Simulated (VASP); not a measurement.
# HPbNO4 (P2_1/m) in VASP: single point with PBE

Aim: the single point of HPbNO4 with PBE.

All numbers are computed with VASP 6.6.1; they aren't measurements. Logs are shortened: lines on timing, memory, paths and dates and some standing lists are left out, and cuts for length are marked.

## (1) The cell of the first run

The structure is monoclinic, space group P2_1/m (No. 11). Conventional cell: a = 6.859 Å, b = 4.229 Å, c = 8.026 Å, α = 90.00°, β = 114.99°, γ = 90.00°. Within 1.3 Å of H (site symmetry m) lie 1 O at 0.99 Å. Within 3.3 Å of Pb (site symmetry m) lie 8 O at 2.47 to 3.14 Å and 3 H at 2.95 Å and 1 N at 3.26 Å. N (site symmetry m) has 3 O at 1.24 to 1.28 Å within 1.7 Å. Within 1.3 Å of O (site symmetry m) lie 1 H at 0.99 Å. Within 1.7 Å of O (site symmetry m) lie 1 N at 1.24 Å. O (site symmetry m) has 1 N at 1.27 Å within 1.7 Å. Within 1.7 Å of O (site symmetry m) lie 1 N at 1.28 Å.

## (2) Single point, PBE

Contents of INCAR:

```
ALGO = Normal
EDIFF = 1E-6
ENCUT = 520
GGA = PE
ISIF = 2
ISMEAR = 0
LASPH = T
LCHARG = T
LELF = T
LREAL = F
LVHAR = T
LWAVE = F
NBANDS = 57
NELM = 100
PREC = Accurate
SIGMA = 0.1
```

Contents of KPOINTS:

```
k-points
0
Gamma
  4 2 2
```

Contents of POSCAR:

```
HPbNO4
1.0
    0.0000000000     -4.2286500000      0.0000000000
   -6.8587741996      0.0000000000      0.0000000000
    3.3910097476      0.0000000000     -7.2745880918
H Pb N O
2 2 2 8
Direct
    0.2500000000      0.7745100000      0.4927000000
    0.7500000000      0.2254900000      0.5073000000
    0.7500000000      0.6977060000      0.7150620000
    0.2500000000      0.3022940000      0.2849380000
    0.2500000000      0.7851590000      0.1643310000
    0.7500000000      0.2148410000      0.8356690000
    0.2500000000      0.6692180000      0.5466150000
    0.2500000000      0.5909060000      0.1309870000
    0.2500000000      0.8449170000      0.0346330000
    0.2500000000      0.9291720000      0.3304490000
    0.7500000000      0.3307820000      0.4533850000
    0.7500000000      0.4090940000      0.8690130000
    0.7500000000      0.1550830000      0.9653670000
    0.7500000000      0.0708280000      0.6695510000
```

Potentials or basis: VASP PAW PBE potentials, release 64 (H, Pb_d, N, O).

Command:

```sh
cat potpaw_PBE.64/H/POTCAR potpaw_PBE.64/Pb_d/POTCAR potpaw_PBE.64/N/POTCAR potpaw_PBE.64/O/POTCAR > POTCAR
mpirun -np 1 vasp_std > vasp.out
```

OUTCAR:

```text
EDIFF = 1E-6
   ENCUT = 520
   GGA = PE
   ISIF = 2
   ISMEAR = 0
   LASPH = T
   LREAL = F
   NELM = 100
   PREC = Accurate

 ion  position               nearest neighbor table
   1  0.250  0.775  0.493-   7 0.99
   2  0.750  0.225  0.507-  11 0.99
   3  0.750  0.698  0.715-   7 2.47   7 2.47  11 2.51  14 2.73  12 2.74  13 2.92   4 3.98   4 3.98

   4  0.250  0.302  0.285-  11 2.47  11 2.47   7 2.51  10 2.73   8 2.74   9 2.92   3 3.98   3 3.98

   5  0.250  0.785  0.164-   8 1.24   9 1.27  10 1.28
   6  0.750  0.215  0.836-  12 1.24  13 1.27  14 1.28
   7  0.250  0.669  0.547-   1 0.99   3 2.47   3 2.47   4 2.51
   8  0.250  0.591  0.131-   5 1.24   4 2.74
   9  0.250  0.845  0.035-   5 1.27   4 2.92
  10  0.250  0.929  0.330-   5 1.28   4 2.73
  11  0.750  0.331  0.453-   2 0.99   4 2.47   4 2.47   3 2.51
  12  0.750  0.409  0.869-   6 1.24   3 2.74
  13  0.750  0.155  0.965-   6 1.27   3 2.92
  14  0.750  0.071  0.670-   6 1.28   3 2.73

  LATTYP: Found a simple monoclinic cell.
 ALAT       =     6.8587741996
 B/A-ratio  =     0.6165314496
 C/A-ratio  =     1.1701972275
 COS(beta)  =    -0.4224968427

  Lattice vectors:

 A1 = (  -6.8587741996,   0.0000000000,   0.0000000000)
 A2 = (   0.0000000000,   4.2286500000,   0.0000000000)
 A3 = (   3.3910097476,   0.0000000000,  -7.2745880918)

Analysis of symmetry for initial positions (statically):
=====================================================================
 Subroutine PRICEL returns:
 Original cell was already a primitive cell.

 Routine SETGRP: Setting up the symmetry group for a
 simple monoclinic supercell.

 Subroutine GETGRP returns: Found  4 space group operations
 (whereof  2 operations were pure point group operations)
 out of a pool of  4 trial point group operations.

The static configuration has the point symmetry S_2 .
 The point group associated with its full space group is C_2h.

Analysis of symmetry for dynamics (positions and initial velocities):
=====================================================================
 Subroutine PRICEL returns:
 Original cell was already a primitive cell.

 Routine SETGRP: Setting up the symmetry group for a
 simple monoclinic supercell.

 Subroutine GETGRP returns: Found  4 space group operations
 (whereof  2 operations were pure point group operations)
 out of a pool of  4 trial point group operations.

The dynamic configuration has the point symmetry S_2 .
 The point group associated with its full space group is C_2h.

 Subroutine INISYM returns: Found  4 space group operations
 (whereof  2 operations are pure point group operations),
 and found     1 'primitive' translations

----------------------------------------------------------------------------------------

                                     Primitive cell

  volume of cell :     210.9875

  direct lattice vectors                    reciprocal lattice vectors
     0.000000000 -4.228650000  0.000000000     0.000000000 -0.236482092  0.000000000
    -6.858774200  0.000000000  0.000000000    -0.145798647  0.000000000 -0.067963248
     3.391009748  0.000000000 -7.274588092     0.000000000  0.000000000 -0.137464828

  length of vectors
     4.228650000  6.858774200  8.026118552     0.236482092  0.160860960  0.137464828

  position of ions in fractional coordinates (direct lattice)
     0.250000000  0.774510000  0.492700000
     0.750000000  0.225490000  0.507300000
     0.750000000  0.697706000  0.715062000
     0.250000000  0.302294000  0.284938000
     0.250000000  0.785159000  0.164331000
     0.750000000  0.214841000  0.835669000
     0.250000000  0.669218000  0.546615000
     0.250000000  0.590906000  0.130987000
     0.250000000  0.844917000  0.034633000
     0.250000000  0.929172000  0.330449000
     0.750000000  0.330782000  0.453385000
     0.750000000  0.409094000  0.869013000
     0.750000000  0.155083000  0.965367000
     0.750000000  0.070828000  0.669551000

  ion indices of the primitive-cell ions
   primitive index   ion index
                 1           1
                 2           2
                 3           3
                 4           4
                 5           5
                 6           6
                 7           7
                 8           8
                 9           9
                10          10
                11          11
                12          12
                13          13
                14          14

----------------------------------------------------------------------------------------

 KPOINTS: k-points

Automatic generation of k-mesh.
 Grid dimensions read from file:
 generate k-points for:    4    2    2

 Generating k-lattice:

  Cartesian coordinates                     Fractional coordinates (reciprocal lattice)
     0.000000000 -0.059120523  0.000000000     0.250000000  0.000000000  0.000000000
    -0.072899324  0.000000000 -0.033981624     0.000000000  0.500000000  0.000000000
     0.000000000  0.000000000 -0.068732414     0.000000000  0.000000000  0.500000000

  Length of vectors
     0.059120523  0.080430480  0.068732414

  Shift w.r.t. Gamma in fractional coordinates (k-lattice)
     0.000000000  0.000000000  0.000000000

 Subroutine IBZKPT returns following result:
 ===========================================

 Found     12 irreducible k-points:

 Following reciprocal coordinates:
            Coordinates               Weight
  0.000000  0.000000  0.000000      1.000000
  0.250000  0.000000  0.000000      2.000000
  0.500000  0.000000  0.000000      1.000000
  0.000000  0.500000  0.000000      1.000000
  0.250000  0.500000  0.000000      2.000000
  0.500000  0.500000  0.000000      1.000000
  0.000000  0.000000  0.500000      1.000000
  0.250000  0.000000  0.500000      2.000000
  0.500000  0.000000  0.500000      1.000000
  0.000000  0.500000  0.500000      1.000000
  0.250000  0.500000  0.500000      2.000000
  0.500000  0.500000  0.500000      1.000000
   k-points           NKPTS =     12   k-points in BZ     NKDIM =     12   number of bands    NBANDS=     57
   number of dos      NEDOS =    301   number of ions     NIONS =     14
   total plane-waves  NPLWV = 103680
   dimension x,y,z NGX =    32 NGY =   54 NGZ =   60
   dimension x,y,z NGXF=    64 NGYF=  108 NGZF=  120
   ions per type =               2   2   2   8
   NGX,Y,Z   is equivalent  to a cutoff of  12.58, 13.09, 12.43 a.u.
   NGXF,Y,Z  is equivalent  to a cutoff of  25.16, 26.18, 24.86 a.u.
 SYSTEM =  unknown system
   PREC   = accura    normal or accurate (medium, high low for compatibility)
   ISTART =      0    job   : 0-new  1-cont  2-samecut
   ICHARG =      2    charge: 1-file 2-atom 10-const
   ISPIN  =      1    spin polarized calculation?
   LNONCOLLINEAR =      F non collinear calculations
   LSORBIT =      F    spin-orbit coupling
   LASPH  =      T    aspherical Exc in radial PAW
   ENCUT  =  520.0 eV  38.22 Ry    6.18 a.u.   7.86 12.75 14.92*2*pi/ulx,y,z
   NELM   =    100;   NELMIN=  2; NELMDL= -5     # of ELM steps
   EDIFF  = 0.1E-05   stopping-criterion for ELM
   LREAL  =      F    real-space projection
   EDIFFG = 0.1E-04   stopping-criterion for IOM
   NSW    =      0    number of steps for IOM
   IBRION =     -1    ionic relax: 0-MD 1-quasi-New 2-CG
   NFREE  =      0    steps in history (QN), initial steepest desc. (CG)
   ISIF   =      2    stress and relaxation
   ISYM   =      2    0-nonsym 1-usesym 2-fastsym
   POTIM  = 0.5000    time-step for ionic-motion
   TEBEG  =    0.0;   TEEND  =   0.0 temperature during run
   PSTRESS=    0.0 pullay stress
   NELECT =      88.0000    total number of electrons
   NUPDOWN=      -1.0000    fix difference up-down
   EMIN   =  10.00;   EMAX   =-10.00  energy-range for DOS
   EFERMI =   0.00;   METHOD = LEGACY
   ISMEAR =     0;   SIGMA  =   0.10  broadening in eV -4-tet -1-fermi 0-gaus
   EFERMI_NEDOS =   21; number of points for ismear=-14 and -15
   IALGO  =     38    algorithm
   IMIX   =      4    mixing-type and parameters
     AMIX     =   0.40;   BMIX     =  1.00
     AMIX_MAG =   1.60;   BMIX_MAG =  1.00
  volume/ion in A,a.u.               =      15.07       101.70
  Fermi-wavevector in a.u.,A,eV,Ry     =   1.223161  2.311438 20.355976  1.496122
  Thomas-Fermi vector in A             =   2.358282
   LORBIT       =      0    0 simple, 1 ext, 2 COOP (PROOUT), +10 PAW based schemes
   GGA     = PE    functional components
   LHFCALC =     F    Hartree Fock is set to
   AEXX    =    0.0000 exact exchange contribution
   IVDW    =     0    specifies the selected vdW correction
   LEPSILON=     F    determine dielectric tensor
   LRPA    =     F    only Hartree local field effects (RPA)
 non-spin polarized calculation
 Gauss-broadening in eV      SIGMA  =   0.10
  energy-cutoff  :      520.00
  volume of cell :      210.99
 maximum number of plane-waves:      5716
 NGX is ok and might be reduce to    32
   NGX = 15   NGY = 25   NGZ = 29

 number of electron      87.9999984 magnetization

 Free energy of the ion-electron system (eV)
  ---------------------------------------------------
  ext. energy  EPLUGINS =         0.00000000
  ---------------------------------------------------
  free energy    TOTEN  =       -81.10750835 eV

  energy without entropy =      -81.10750835  energy(sigma->0) =      -81.10750835

 E-fermi :   0.9645     XC(G=0):  -8.3889

 val. band max:        0.4781382533   @ k =   0.0000   0.5000   0.5000
 cond. band min:       3.5387377014   @ k =   0.2500   0.0000   0.5000
 fundamental gap:      3.0605994481
 Fermi energy:         0.9645247304

 k-point     1 :       0.0000    0.0000    0.0000
  band No.  band energies     occupation
      1     -25.1445      2.00000
      2     -25.1068      2.00000
      3     -19.8235      2.00000
      4     -19.7414      2.00000
      5     -19.4610      2.00000
      6     -19.4060      2.00000
[... 697 lines left out ...]
     55       9.1970      0.00000
     56       9.1970      0.00000
 [bands above 56 left out]

------------------------ aborting loop because EDIFF is reached ----------------------------------------

  FORCE on cell =-STRESS in cart. coord.  units (eV):
  Direction    XX          YY          ZZ          XY          YZ          ZX
  --------------------------------------------------------------------------------------
  -------------------------------------------------------------------------------------
  Total        1.4262250     -0.2196876      1.0635767      0.0000000      0.0000000     -0.0437321
  in kB       10.8303371     -1.6682435      8.0764915      0.0000000      0.0000000     -0.3320890
  external PRESSURE =       5.7461950 kB  Pullay stress =       0.0000000 kB

 VOLUME and BASIS-vectors are now :
 -----------------------------------------------------------------------------
  energy-cutoff  :      520.00
  volume of cell :      210.99
      direct lattice vectors                 reciprocal lattice vectors
     0.000000000 -4.228650000  0.000000000     0.000000000 -0.236482092  0.000000000
    -6.858774200  0.000000000  0.000000000    -0.145798647  0.000000000 -0.067963248
     3.391009748  0.000000000 -7.274588092     0.000000000  0.000000000 -0.137464828

 POSITION                                       TOTAL-FORCE (eV/Angst)
 -----------------------------------------------------------------------------------
     -3.64144     -1.05716     -3.58419        -0.090850     -0.000000      0.035118
      0.17367     -3.17149     -3.69040         0.090850     -0.000000     -0.035118
     -2.36063     -3.17149     -5.20178         0.009500     -0.000000     -0.005284
     -1.10714     -1.05716     -2.07281        -0.009500     -0.000000      0.005284
     -4.82798     -1.05716     -1.19544        -0.087098     -0.000000     -0.021052
      1.36022     -3.17149     -6.07915         0.087098     -0.000000      0.021052
     -2.73644     -1.05716     -3.97640         0.072945     -0.000000     -0.031268
     -3.60871     -1.05716     -0.95288         0.453336     -0.000000      0.075909
     -5.67765     -1.05716     -0.25194        -0.242944      0.000000      0.266802
     -5.25243     -1.05716     -2.40388        -0.109542     -0.000000     -0.313214
     -0.73133     -3.17149     -3.29819        -0.072945     -0.000000      0.031268
      0.14095     -3.17149     -6.32171        -0.453336     -0.000000     -0.075909
      2.20989     -3.17149     -7.02265         0.242944     -0.000000     -0.266802
      1.78466     -3.17149     -4.87071         0.109542     -0.000000      0.313214
 -----------------------------------------------------------------------------------
    total drift:                                0.000000     -0.000000     -0.000000

  FREE ENERGIE OF THE ION-ELECTRON SYSTEM (eV)
  ---------------------------------------------------
  free  energy   TOTEN  =       -81.1075083495 eV

  energy  without entropy=      -81.1075083495  energy(sigma->0) =      -81.10750835
```

Run time: 5.8 min. Hardware: 1 thread of Intel Xeon 8259CL, shared host; peak memory 0.38 GiB.

Results:

- Free energy: -81.1075 eV
- Pressure: 0.6 GPa
- Largest force: 0.460 eV/Å
- Band gap on the k mesh: 3.06 eV (least direct gap 3.26 eV)

Forces on the atoms (eV/Å):
```
H   -0.091  0.000  0.035
H    0.091  0.000 -0.035
Pb   0.009  0.000 -0.005
Pb  -0.009  0.000  0.005
N   -0.087  0.000 -0.021
N    0.087  0.000  0.021
O    0.073  0.000 -0.031
O    0.453  0.000  0.076
O   -0.243  0.000  0.267
O   -0.110  0.000 -0.313
O   -0.073  0.000  0.031
O   -0.453  0.000 -0.076
O    0.243  0.000 -0.267
O    0.110  0.000  0.313
```

Caveat: the k points lie up to 0.51 Å⁻¹ apart; the standard files for N, O and F lose accuracy on very short bonds; spin-orbit coupling is left out, which moves the levels of the heavy elements. A k mesh can miss the band edges.
